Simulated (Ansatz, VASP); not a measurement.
## KHf3O2 in VASP and in Ansatz

```
CELL_PARAMETERS angstrom
3.02407 0.00000 0.00000
0.00000 3.02407 0.00000
0.00000 0.00000 12.46497
ATOMIC_POSITIONS crystal
K 0.00000 0.00000 0.00000
Hf 0.50000 0.50000 0.26891
Hf 0.50000 0.50000 0.50000
Hf 0.50000 0.50000 0.73109
O 0.00000 0.00000 0.22085
O 0.00000 0.00000 0.77915
```

Change from the starting cell: species swapped into the Pr3MgAl2 type (P4/mmm, No. 123).

Alike in both runs: functional PBE; k mesh 12 × 12 × 4; occupations gaussian, width 0.1 eV; no spin polarisation.

Ansatz relaxed the structure, and its values are those at the end. VASP's run is a single point on that final structure, the one shown.

```csv
,VASP,Ansatz
version,VASP 6.6.1,Ansatz 0.2.0
potentials or method,"VASP PAW PBE potentials, release 64 (K_sv, Hf_pv, O), cutoff 520 eV","scalar-relativistic, plane waves, PAW"
valence electrons in the cell,51,99
```

Ansatz gave:

```
gap on the k mesh at the Fermi level (eV) : none
pressure (GPa)                            : 0.0
rms of the force components (eV/Å)        : 0.000
```

Problem. What did VASP give for the same quantities?

Solution. gap on the k mesh at the Fermi level (eV): none; pressure (GPa): -0.9; rms of the force components (eV/Å): 0.044.

A gap of «none» marks a metal or a gap that the smearing closes. VASP's potentials hold 51 valence electrons a cell and Ansatz's 99, so a difference there can come from the potentials and not from the codes.

Neither program's run includes spin-orbit coupling.
